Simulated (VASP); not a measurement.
# Zn (P6_3/mmc) in VASP: a series of runs, part 2 of 2

VASP 6.6.1.

**3. Single point, LDA**

This run uses another cell than the first one, of 15.33 Å³/atom, 1.020 times its volume.

Input file INCAR:

```
SYSTEM = Zn
PREC = Accurate ; ENCUT = 520
EDIFF = 1E-7 ; ISMEAR = -1
SIGMA = 0.05 ; LREAL = .False.
LASPH = .True. ; NELM = 100
ALGO = Fast ; ISIF = 2
LWAVE = .False. ; LCHARG = .False.
GGA = CA ; NBANDS = 19
```

Input file KPOINTS:

```
Automatic mesh
0
Gamma
  11 11 6
  0 0 0
```

Input file POSCAR:

```
Zn
1.0
    2.6700000000      0.0000000000      0.0000000000
   -1.3350000000      2.3122878281      0.0000000000
    0.0000000000      0.0000000000      4.9660000000
Zn
2
Direct
    0.6666666667      0.3333333333      0.7500000000
    0.3333333333      0.6666666667      0.2500000000
```

Potentials or basis: VASP PAW LDA potentials, release 64 (Zn).

Command:

```sh
$ cat potpaw_LDA.64/Zn/POTCAR > POTCAR
$ mpirun -np 1 vasp_std > vasp.out
```

OUTCAR:

```text
SYSTEM = Zn
   PREC = Accurate
   ENCUT = 520
   EDIFF = 1E-7
   ISMEAR = -1
   LREAL = .False.
   LASPH = .True.
   NELM = 100
   ISIF = 2
   GGA = CA

 ion  position               nearest neighbor table
   1  0.667  0.333  0.750-   2 2.92   2 2.92   2 2.92   2 2.92   2 2.92   2 2.92
   2  0.333  0.667  0.250-   1 2.92   1 2.92   1 2.92   1 2.92   1 2.92   1 2.92

  LATTYP: Found a hexagonal cell.
 ALAT       =     2.6700000000
 C/A-ratio  =     1.8599250936

  Lattice vectors:

 A1 = (   2.6700000000,   0.0000000000,   0.0000000000)
 A2 = (  -1.3350000000,   2.3122878281,   0.0000000000)
 A3 = (   0.0000000000,   0.0000000000,   4.9660000000)

Analysis of symmetry for initial positions (statically):
=====================================================================
 Subroutine PRICEL returns:
 Original cell was already a primitive cell.

 Routine SETGRP: Setting up the symmetry group for a
 hexagonal supercell.

 Subroutine GETGRP returns: Found 24 space group operations
[... 156 lines left out ...]
   NGX =  9   NGY =  9   NGZ = 19

 number of electron      24.0000011 magnetization

 Free energy of the ion-electron system (eV)
  ---------------------------------------------------
  ext. energy  EPLUGINS =         0.00000000
  ---------------------------------------------------
  free energy    TOTEN  =        -3.64075014 eV

  energy without entropy =       -3.63614480  energy(sigma->0) =       -3.63844747

 E-fermi :   2.6858     XC(G=0): -11.8435

 val. band max:        2.6429715153   @ k =   0.3636   0.2727   0.3333
 cond. band min:       2.6992163018   @ k =   0.3636   0.2727   0.3333
 fundamental gap:      0.0562447865
 Fermi energy:         2.6857533163

 k-point     1 :       0.0000    0.0000    0.0000
  band No.  band energies     occupation
      1      -7.5206      2.00000
      2      -5.8197      2.00000
      3      -5.1469      2.00000
      4      -4.9155      2.00000
      5      -4.9155      2.00000
      6      -4.8671      2.00000
[... 505 lines left out ...]
      6      -4.8655      2.00000
[... 11 lines left out ...]
     18      17.2685      0.00000
     19      19.4919      0.00000

 [... further k-points ...]
[... 5 lines left out ...]
  --------------------------------------------------------------------------------------
  -------------------------------------------------------------------------------------
  Total       -1.7210115     -1.7210115     -1.4476973      0.0000000     -0.0000000      0.0000000
  in kB      -89.9361873    -89.9361873    -75.6534058      0.0000000     -0.0000000      0.0000000
  external PRESSURE =     -85.1752601 kB  Pullay stress =       0.0000000 kB

 VOLUME and BASIS-vectors are now :
 -----------------------------------------------------------------------------
  energy-cutoff  :      520.00
  volume of cell :       30.66
      direct lattice vectors                 reciprocal lattice vectors
     2.670000000  0.000000000  0.000000000     0.374531835  0.216236056  0.000000000
    -1.335000000  2.312287828  0.000000000     0.000000000  0.432472112  0.000000000
     0.000000000  0.000000000  4.966000000     0.000000000  0.000000000  0.201369311

 POSITION                                       TOTAL-FORCE (eV/Angst)
 -----------------------------------------------------------------------------------
      1.33500      0.77076      3.72450         0.000000      0.000000      0.000000
     -0.00000      1.54153      1.24150        -0.000000     -0.000000      0.000000
 -----------------------------------------------------------------------------------
    total drift:                               -0.000000      0.000000      0.000000

  FREE ENERGIE OF THE ION-ELECTRON SYSTEM (eV)
  ---------------------------------------------------
  free  energy   TOTEN  =        -3.6407501391 eV

  energy  without entropy=       -3.6361447957  energy(sigma->0) =       -3.63844747
```

OSZICAR:

```text
N       E                     dE             d eps       ncg     rms          rms(c)
DAV:   1     0.113533904185E+03    0.11353E+03   -0.12316E+04  2512   0.200E+03
DAV:   2     0.136581719643E+01   -0.11217E+03   -0.10872E+03  2458   0.299E+02
DAV:   3    -0.386091925575E+01   -0.52267E+01   -0.52057E+01  2752   0.709E+01
DAV:   4    -0.389322258052E+01   -0.32303E-01   -0.32295E-01  2689   0.576E+00
DAV:   5    -0.389326748108E+01   -0.44901E-04   -0.44900E-04  2696   0.195E-01    0.393E+00
RMM:   6    -0.366510953966E+01    0.22816E+00   -0.81446E-01  2781   0.107E+01    0.302E+00
RMM:   7    -0.364968046018E+01    0.15429E-01   -0.29436E-02  2922   0.244E+00    0.150E+00
RMM:   8    -0.364085914531E+01    0.88213E-02   -0.66987E-03  2750   0.580E-01    0.119E-01
RMM:   9    -0.364078059820E+01    0.78547E-04   -0.18113E-03  2972   0.605E-01    0.849E-02
RMM:  10    -0.364074962076E+01    0.30977E-04   -0.13890E-04  2912   0.117E-01    0.106E-02
RMM:  11    -0.364075019510E+01   -0.57434E-06   -0.12904E-05  2902   0.322E-02    0.278E-03
RMM:  12    -0.364075013905E+01    0.56044E-07   -0.89869E-07  2994   0.104E-02
   1 F= -.36407501E+01 E0= -.36384475E+01  d E =-.460534E-02
```

Run time: 21 s. Hardware: 1 thread of Intel Xeon Platinum 8488C (Sapphire Rapids), shared host; peak memory 0.14 GiB.

What came out:

- Free energy: -3.6408 eV
- Pressure: -8.5 GPa
- Band gap on the k mesh: zero (band 12 reaches 4.53 eV, above the bottom of band 13 at -0.30 eV)

Stress tensor (GPa, compression positive):
```
-8.99  0.00  0.00
 0.00 -8.99  0.00
 0.00  0.00 -7.57
```

**4. Single point, PBE**

This run uses another cell than the first one, of 15.33 Å³/atom, 1.020 times its volume.

Input file INCAR:

```
  ALGO = Normal
  EDIFF = 1E-6
  ENCUT = 520
  GGA = PE
  ISIF = 2
  ISMEAR = -1
  LASPH = T
  LCHARG = F
  LREAL = F
  LWAVE = F
  NBANDS = 19
  NELM = 60
  PREC = Accurate
  SIGMA = 0.05
```

Input file KPOINTS:

```
k-points
0
Gamma
  11 11 6
```

POSCAR is that of step 3.

Potentials or basis: VASP PAW PBE potentials, release 64 (Zn).

Command:

```sh
$ cat potpaw_PBE.64/Zn/POTCAR > POTCAR
$ mpirun -np 1 vasp_std > vasp.out
```

OUTCAR:

```text
EDIFF = 1E-6
   ENCUT = 520
   GGA = PE
   ISIF = 2
   ISMEAR = -1
   LASPH = T
   LREAL = F
   NELM = 60
   PREC = Accurate

 ion  position               nearest neighbor table
   1  0.667  0.333  0.750-   2 2.92   2 2.92   2 2.92   2 2.92   2 2.92   2 2.92
   2  0.333  0.667  0.250-   1 2.92   1 2.92   1 2.92   1 2.92   1 2.92   1 2.92

  LATTYP: Found a hexagonal cell.
 ALAT       =     2.6700000000
 C/A-ratio  =     1.8599250936

  Lattice vectors:

[... 191 lines left out ...]
      3      -4.8370      2.00000
      4      -4.6038      2.00000
      5      -4.6038      2.00000
      6      -4.5552      2.00000
[... 505 lines left out ...]
      6      -4.5579      2.00000
[... 11 lines left out ...]
     18      17.5586      0.00000
     19      19.6933      0.00000

 [... further k-points ...]
[... 5 lines left out ...]
  --------------------------------------------------------------------------------------
  -------------------------------------------------------------------------------------
  Total       -0.0013145     -0.0013145     -0.1984422     -0.0000000     -0.0000000      0.0000000
  in kB       -0.0686926     -0.0686926    -10.3701417     -0.0000000     -0.0000000      0.0000000
  external PRESSURE =      -3.5025090 kB  Pullay stress =       0.0000000 kB

 VOLUME and BASIS-vectors are now :
 -----------------------------------------------------------------------------
  energy-cutoff  :      520.00
  volume of cell :       30.66
      direct lattice vectors                 reciprocal lattice vectors
     2.670000000  0.000000000  0.000000000     0.374531835  0.216236056  0.000000000
    -1.335000000  2.312287828  0.000000000     0.000000000  0.432472112  0.000000000
     0.000000000  0.000000000  4.966000000     0.000000000  0.000000000  0.201369311

 POSITION                                       TOTAL-FORCE (eV/Angst)
 -----------------------------------------------------------------------------------
      1.33500      0.77076      3.72450         0.000000     -0.000000      0.000000
     -0.00000      1.54153      1.24150        -0.000000      0.000000      0.000000
 -----------------------------------------------------------------------------------
    total drift:                               -0.000000      0.000000      0.000000

  FREE ENERGIE OF THE ION-ELECTRON SYSTEM (eV)
  ---------------------------------------------------
  free  energy   TOTEN  =        -2.2027152956 eV

  energy  without entropy=       -2.1979973262  energy(sigma->0) =       -2.20035631
```

OSZICAR:

```text
N       E                     dE             d eps       ncg     rms          rms(c)
DAV:   1     0.113554779640E+03    0.11355E+03   -0.12308E+04  2512   0.199E+03
DAV:   2     0.266553891919E+01   -0.11089E+03   -0.10748E+03  2458   0.297E+02
DAV:   3    -0.237719717377E+01   -0.50427E+01   -0.50227E+01  2747   0.695E+01
DAV:   4    -0.240714168211E+01   -0.29945E-01   -0.29937E-01  2686   0.553E+00
DAV:   5    -0.240718004626E+01   -0.38364E-04   -0.38364E-04  2702   0.179E-01    0.391E+00
DAV:   6    -0.221557131070E+01    0.19161E+00   -0.76129E-01  2699   0.183E+01    0.295E+00
DAV:   7    -0.220695837679E+01    0.86129E-02   -0.25611E-02  3025   0.267E+00    0.153E+00
DAV:   8    -0.220269883930E+01    0.42595E-02   -0.18103E-03  3297   0.640E-01    0.469E-02
DAV:   9    -0.220271190803E+01   -0.13069E-04   -0.22881E-04  3250   0.189E-01    0.351E-02
DAV:  10    -0.220271546782E+01   -0.35598E-05   -0.20443E-05  2585   0.512E-02    0.287E-03
DAV:  11    -0.220271529560E+01    0.17222E-06   -0.82559E-08  1543   0.387E-03
   1 F= -.22027153E+01 E0= -.22003563E+01  d E =-.471797E-02
```

stdout:

```text
POSCAR found type information on POSCAR Zn
 POSCAR found :  1 types and       2 ions
 scaLAPACK will be used
 LDA part: xc-table for (Slater+PW92), standard interpolation
 POSCAR, INCAR and KPOINTS ok, starting setup
 FFT: planning ... GRIDC
 FFT: planning ... GRID_SOFT
 FFT: planning ... GRID
 WAVECAR not read
 entering main loop
```

Run time: 19 s. Hardware: 1 thread of Intel Xeon Platinum 8488C (Sapphire Rapids), shared host; peak memory 0.16 GiB.

Results:

```yaml
Free_energy: -2.2027 eV
Pressure: -0.4 GPa
Band_gap_on_the_k_mesh: zero (band 12 reaches 4.77 eV, above the bottom of band 13 at -0.01 eV)
```

**5. The runs side by side**

```tsv
level	potentials or basis	cell	gap on the mesh (eV)	pressure (GPa)
PBE	VASP PAW PBE potentials, release 64 (Zn)	a = 2.652, b = 2.652, c = 4.933 Å, angles 90.0, 90.0, 120.0°, 2 atoms	none	1.4
LDA	VASP PAW LDA potentials, release 64 (Zn)	a = 2.670, b = 2.670, c = 4.966 Å, angles 90.0, 90.0, 120.0°, 2 atoms	none	-8.5
PBE	VASP PAW PBE potentials, release 64 (Zn)	a = 2.670, b = 2.670, c = 4.966 Å, angles 90.0, 90.0, 120.0°, 2 atoms	none	-0.4
```

Alike in all rows: task single point; no spin polarisation; k mesh 11 × 11 × 6; cutoff (eV) 520; smearing fermi-dirac 0.05 eV.

Total energies depend on the potentials used, so only differences within one code and one set of settings carry meaning.
